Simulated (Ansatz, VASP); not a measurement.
**Li in VASP and in Ansatz**

```xyz
2
Lattice="3.0646 0.0000 0.0000 -1.5323 2.6541 0.0000 0.0000 0.0000 4.9647" Properties=species:S:1:pos:R:3 pbc="T T T"
Li   -0.0919    1.7163    1.0922
Li    1.6243    0.9378    3.8725
```

Change from the starting cell: shortest bond scaled by 0.88, crystal datasets.

Alike in both runs: task electric field gradients; functional PBE; k mesh 11 × 11 × 6; occupations fermi-dirac, width 0.05 eV; no spin polarisation.

|  | VASP | Ansatz |
| --- | --- | --- |
| version | VASP 6.6.1 | Ansatz 0.2.0 |
| potentials or method | VASP PAW PBE potentials, release 64 (Li_sv), cutoff 520 eV | all-electron PAW with datasets made for the crystal, scalar-relativistic |

|  | VASP | Ansatz | Ansatz less VASP |
| --- | --- | --- | --- |
| rms of the force components (eV/Å) | 0.234 | 0.233 | -0.0014 |
| size of Vzz on the site where it differs most (V/Å²) | 0.3 | 0.2 | -0.03 |

Atom by atom the forces differ by 0.001 eV/Å (rms over components). Ansatz ran all-electron here, and VASP with PAW potentials.

Noted on VASP's run: the cutoff is short for stress, so the pressure is rough.
